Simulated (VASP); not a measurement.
# Sn (Fd-3m) in VASP: single point with PBE

Aim: the single point of Sn with PBE.

Everything below comes from runs of VASP 6.6.1. Logs are shortened: lines on timing, memory, paths and dates and some standing lists are left out, and cuts for length are marked.

**1. The cell of the first run**

It takes space group Fd-3m (No. 227, cubic). Conventional cell: a = 6.658 Å, b = 6.658 Å, c = 6.658 Å, α = 90.00°, β = 90.00°, γ = 90.00°. Within 3.8 Å of Sn (site symmetry -43m) lie 4 Sn at 2.88 Å.

**2. Single point, PBE**

File INCAR:

```
SYSTEM = Sn
PREC     = Accurate       ! precision mode
ENCUT    = 520            ! plane-wave cutoff, eV
EDIFF    = 1E-7           ! SCF threshold, eV
ISMEAR   = 0              ! smearing method
SIGMA    = 0.1            ! smearing width, eV
LREAL    = .FALSE.        ! projectors in reciprocal space
LASPH    = .TRUE.         ! aspherical terms in the spheres
NELM     = 100            ! most SCF steps
ALGO     = Fast           ! electronic algorithm
ISIF     = 2              ! what is computed and relaxed
LWAVE    = .FALSE.        ! write WAVECAR
LCHARG   = .FALSE.        ! write CHGCAR
GGA      = PE             ! functional
NBANDS   = 21             ! bands
```

File KPOINTS:

```
regular mesh
0
G
  12 12 12
  0 0 0
```

File POSCAR:

```
Sn
1.0
    0.0000000000      3.3291056433      3.3291056433
    3.3291056433      0.0000000000      3.3291056433
    3.3291056433      3.3291056433      0.0000000000
Sn
2
Direct
    0.0000000000      0.0000000000      0.0000000000
    0.2500000000      0.2500000000      0.2500000000
```

Potentials or basis: VASP PAW PBE potentials, release 64 (Sn_d).

Command:

```sh
> cat potpaw_PBE.64/Sn_d/POTCAR > POTCAR
> mpirun -np 1 vasp_std > vasp.out
```

OUTCAR:

```text
SYSTEM = Sn
   PREC = Accurate
   ENCUT = 520
   EDIFF = 1E-7
   ISMEAR = 0
   LREAL = .FALSE.
   LASPH = .TRUE.
   NELM = 100
   ISIF = 2
   GGA = PE

 ion  position               nearest neighbor table
   1  0.000  0.000  0.000-   2 2.88   2 2.88   2 2.88   2 2.88
   2  0.250  0.250  0.250-   1 2.88   1 2.88   1 2.88   1 2.88

  LATTYP: Found a face centered cubic cell.
 ALAT       =     6.6582112866

  Lattice vectors:

 A1 = (   0.0000000000,   3.3291056433,   3.3291056433)
 A2 = (   3.3291056433,   0.0000000000,   3.3291056433)
 A3 = (   3.3291056433,   3.3291056433,   0.0000000000)

Analysis of symmetry for initial positions (statically):
=====================================================================
 Subroutine PRICEL returns:
 Original cell was already a primitive cell.

 Routine SETGRP: Setting up the symmetry group for a
 face centered cubic supercell.

 Subroutine GETGRP returns: Found 48 space group operations
 (whereof 24 operations were pure point group operations)
 out of a pool of 48 trial point group operations.

The static configuration has the point symmetry T_d .
 The point group associated with its full space group is O_h .

Analysis of symmetry for dynamics (positions and initial velocities):
=====================================================================
 Subroutine PRICEL returns:
 Original cell was already a primitive cell.

 Routine SETGRP: Setting up the symmetry group for a
 face centered cubic supercell.

 Subroutine GETGRP returns: Found 48 space group operations
 (whereof 24 operations were pure point group operations)
 out of a pool of 48 trial point group operations.

The dynamic configuration has the point symmetry T_d .
 The point group associated with its full space group is O_h .

 Subroutine INISYM returns: Found 48 space group operations
 (whereof 24 operations are pure point group operations),
 and found     1 'primitive' translations

----------------------------------------------------------------------------------------

                                     Primitive cell

  volume of cell :      73.7926

  direct lattice vectors                    reciprocal lattice vectors
     0.000000000  3.329105643  3.329105643    -0.150190488  0.150190488  0.150190488
     3.329105643  0.000000000  3.329105643     0.150190488 -0.150190488  0.150190488
     3.329105643  3.329105643  0.000000000     0.150190488  0.150190488 -0.150190488

  length of vectors
     4.708066351  4.708066351  4.708066351     0.260137555  0.260137555  0.260137555
[... 74 lines left out ...]
   ICHARG =      2    charge: 1-file 2-atom 10-const
   ISPIN  =      1    spin polarized calculation?
   LNONCOLLINEAR =      F non collinear calculations
   LSORBIT =      F    spin-orbit coupling
   LASPH  =      T    aspherical Exc in radial PAW
   ENCUT  =  520.0 eV  38.22 Ry    6.18 a.u.   8.75  8.75  8.75*2*pi/ulx,y,z
   NELM   =    100;   NELMIN=  2; NELMDL= -5     # of ELM steps
   EDIFF  = 0.1E-06   stopping-criterion for ELM
   LREAL  =      F    real-space projection
   EDIFFG = 0.1E-05   stopping-criterion for IOM
   NSW    =      0    number of steps for IOM
   IBRION =     -1    ionic relax: 0-MD 1-quasi-New 2-CG
   NFREE  =      0    steps in history (QN), initial steepest desc. (CG)
   ISIF   =      2    stress and relaxation
   ISYM   =      2    0-nonsym 1-usesym 2-fastsym
   POTIM  = 0.5000    time-step for ionic-motion
   TEBEG  =    0.0;   TEEND  =   0.0 temperature during run
   PSTRESS=    0.0 pullay stress
   NELECT =      28.0000    total number of electrons
   NUPDOWN=      -1.0000    fix difference up-down
   EMIN   =  10.00;   EMAX   =-10.00  energy-range for DOS
   EFERMI =   0.00;   METHOD = LEGACY
   ISMEAR =     0;   SIGMA  =   0.10  broadening in eV -4-tet -1-fermi 0-gaus
   EFERMI_NEDOS =   21; number of points for ismear=-14 and -15
   IALGO  =     68    algorithm
   IMIX   =      4    mixing-type and parameters
     AMIX     =   0.40;   BMIX     =  1.00
     AMIX_MAG =   1.60;   BMIX_MAG =  1.00
  volume/ion in A,a.u.               =      36.90       248.99
  Fermi-wavevector in a.u.,A,eV,Ry     =   1.185195  2.239694 19.111940  1.404688
  Thomas-Fermi vector in A             =   2.321394
   LORBIT       =      0    0 simple, 1 ext, 2 COOP (PROOUT), +10 PAW based schemes
   GGA     = PE    functional components
   LHFCALC =     F    Hartree Fock is set to
   AEXX    =    0.0000 exact exchange contribution
   IVDW    =     0    specifies the selected vdW correction
   LEPSILON=     F    determine dielectric tensor
   LRPA    =     F    only Hartree local field effects (RPA)
 non-spin polarized calculation
 RMM-DIIS sequential band-by-band and
 Gauss-broadening in eV      SIGMA  =   0.10
  energy-cutoff  :      520.00
  volume of cell :       73.79
 maximum number of plane-waves:      2012
   NGX = 17   NGY = 17   NGZ = 17

 number of electron      28.0000008 magnetization

 Free energy of the ion-electron system (eV)
  ---------------------------------------------------
  ext. energy  EPLUGINS =         0.00000000
  ---------------------------------------------------
  free energy    TOTEN  =        -7.69321292 eV

  energy without entropy =       -7.69191370  energy(sigma->0) =       -7.69256331

 E-fermi :   4.8346     XC(G=0):  -8.5440

 val. band max:        4.8208530325   @ k =   0.0833   0.0000   0.0000
 cond. band min:       4.8778636915   @ k =   0.3333   0.0000   0.0000
 fundamental gap:      0.0570106590
 Fermi energy:         4.8345762205

 k-point     1 :       0.0000    0.0000    0.0000
  band No.  band energies     occupation
      1     -16.6913      2.00000
      2     -16.6913      2.00000
      3     -16.6913      2.00000
      4     -16.6416      2.00000
      5     -16.6416      2.00000
      6     -16.3902      2.00000
[... 565 lines left out ...]
     20      12.5308      0.00000
     21      12.7375      0.00000

 [... further k-points ...]
[... 5 lines left out ...]
  --------------------------------------------------------------------------------------
  -------------------------------------------------------------------------------------
  Total       -0.0410845     -0.0410845     -0.0410845      0.0000000      0.0000000     -0.0000000
  in kB       -0.8920234     -0.8920234     -0.8920234      0.0000000      0.0000000     -0.0000000
  external PRESSURE =      -0.8920234 kB  Pullay stress =       0.0000000 kB

 VOLUME and BASIS-vectors are now :
 -----------------------------------------------------------------------------
  energy-cutoff  :      520.00
  volume of cell :       73.79
      direct lattice vectors                 reciprocal lattice vectors
     0.000000000  3.329105643  3.329105643    -0.150190488  0.150190488  0.150190488
     3.329105643  0.000000000  3.329105643     0.150190488 -0.150190488  0.150190488
     3.329105643  3.329105643  0.000000000     0.150190488  0.150190488 -0.150190488

 POSITION                                       TOTAL-FORCE (eV/Angst)
 -----------------------------------------------------------------------------------
      0.00000      0.00000      0.00000         0.000000      0.000000      0.000000
      1.66455      1.66455      1.66455        -0.000000     -0.000000     -0.000000
 -----------------------------------------------------------------------------------
    total drift:                                0.000000      0.000000      0.000000

  FREE ENERGIE OF THE ION-ELECTRON SYSTEM (eV)
  ---------------------------------------------------
  free  energy   TOTEN  =        -7.6932129156 eV

  energy  without entropy=       -7.6919136975  energy(sigma->0) =       -7.69256331
```

stdout:

```text
POSCAR found type information on POSCAR Sn
 POSCAR found :  1 types and       2 ions
 scaLAPACK will be used
 LDA part: xc-table for (Slater+PW92), standard interpolation
 POSCAR, INCAR and KPOINTS ok, starting setup
 FFT: planning ... GRIDC
 FFT: planning ... GRID_SOFT
 FFT: planning ... GRID
 WAVECAR not read
 entering main loop
WARNING in EDDRMM: call to ZHEGV failed, returncode =   6  3     18
 num prob  num prob  num prob RMM:  15    -0.769321291558E+01   -0.93451E-07   -0.98610E-08  2055   0.271E-03
```

Wall time 1.9 min (1 thread of Intel Xeon Platinum 8259CL at 2.50GHz (Skylake/Cascade Lake), shared host); peak memory 0.25 GiB.

What came out:

```yaml
Free_energy: -7.6932 eV
Pressure: -0.1 GPa
Band_gap_on_the_k_mesh: zero (band 14 reaches 4.95 eV, above the bottom of band 15 at 4.71 eV)
```

Caveat: spin-orbit coupling is left out, which moves the levels of the heavy elements.
